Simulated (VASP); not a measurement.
Wanted: the native input for a VASP 6.6.1 run.

```
Task                   : single point
Functional             : PBEsol
Potentials or basis    : VASP PAW PBE potentials, release 64 (K_sv)
Cutoff                 : 520 eV
k mesh                 : 12 × 12 × 6
Occupations            : gaussian, width 0.1 eV
Spin                   : no spin polarisation
Dipole correction      : no
Further INCAR settings : ALGO = Fast; EDIFF = 1e-06; NBANDS = 16
```

The structure of K lies in POSCAR:

```
K
1.0
    4.6600000529      0.0000000000      0.0000000000
   -2.3300000264      4.0356784275      0.0000000000
    0.0000000000      0.0000000000      7.5867750512
K
2
Direct
    0.3333333333      0.6666666667      0.2500000000
    0.6666666667      0.3333333333      0.7500000000
```

This isn't the form of K at room conditions, which is bcc.

The input as run:

INCAR

```
SYSTEM = K
ALGO = Fast
EDIFF = 1E-6
ENCUT = 520
GGA = PS
ISIF = 2
ISMEAR = 0
LASPH = .TRUE.
LCHARG = .TRUE.
LELF = .TRUE.
LREAL = .FALSE.
LVHAR = .TRUE.
LWAVE = .FALSE.
NBANDS = 16
NELM = 100
PREC = Accurate
SIGMA = 0.1
```

KPOINTS

```
k-points
0
G
  12 12 6
  0 0 0
```

Potentials or basis: VASP PAW PBE potentials, release 64 (K_sv).

Command:

```bash
$ cat potpaw_PBE.64/K_sv/POTCAR > POTCAR
$ mpirun -np 1 vasp_std > vasp.out
```

It gave:

The pressure is 0.0 GPa and the band gap on the k mesh is zero (bands 9 and 10 overlap by 2.67 eV).

Caveat: the PAW data sets were made with another functional, which shifts forces and pressure a little.

Wall time 57 s on 1 thread of Intel(R) Xeon(R) 6975P-C (Granite Rapids), with other jobs on the host, peak memory 0.32 GiB.
